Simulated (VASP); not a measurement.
Here is a VASP 6.6.1 calculation.

File INCAR:

```
PREC = Accurate
ENCUT = 520
EDIFF = 1E-6
ISMEAR = -1
SIGMA = 0.05
LREAL = False
LASPH = True
NELM = 80
ALGO = Normal
ISIF = 2
LWAVE = False
LCHARG = False
GGA = RP
NBANDS = 25
```

The input KPOINTS:

```
Automatic mesh
0
Gamma
  10 10 5
```

File POSCAR:

```
CuO
1.0
    2.3446497600     -1.7133998200      0.0000000000
    2.3446497600      1.7133998200      0.0000000000
   -0.8605499100      0.0000000000      5.0594394800
Cu O
2 2
Direct
    0.0032000000      0.4968000000      0.0000000000
    0.4968000000      0.0032000000      0.5000000000
    0.5714000000      0.4056000000      0.2537000000
    0.4056000000      0.5714000000      0.7537000000
```

Potentials or basis: VASP PAW PBE potentials, release 64 (Cu, O).

Launch:

```bash
$ cat potpaw_PBE.64/Cu/POTCAR potpaw_PBE.64/O/POTCAR > POTCAR
$ mpirun -np 1 vasp_std > vasp.out
```

Question: What does it give for the band gap on the k mesh?

Answer: Zero (band 17 reaches 6.13 eV, above the bottom of band 18 at 5.53 eV).

Question: Predict the pressure.

Answer: 12.1 GPa.

Question: Estimate the largest force.

Answer: 0.813 eV/Å.

Forces in eV/Å, atoms in the order of the input:
```
Cu  -0.669  0.380  0.264
Cu  -0.669 -0.380  0.264
O    0.669  0.194 -0.264
O    0.669 -0.194 -0.264
```

Caveat: the PAW data sets were made with another functional, which shifts forces and pressure a little; semilocal functionals often make such compounds metallic where correlation or magnetic order opens a gap, which also shifts bond lengths. With open d or f shells a metallic result of RPBE can be an artefact of self-interaction; +U or a hybrid may open a gap.
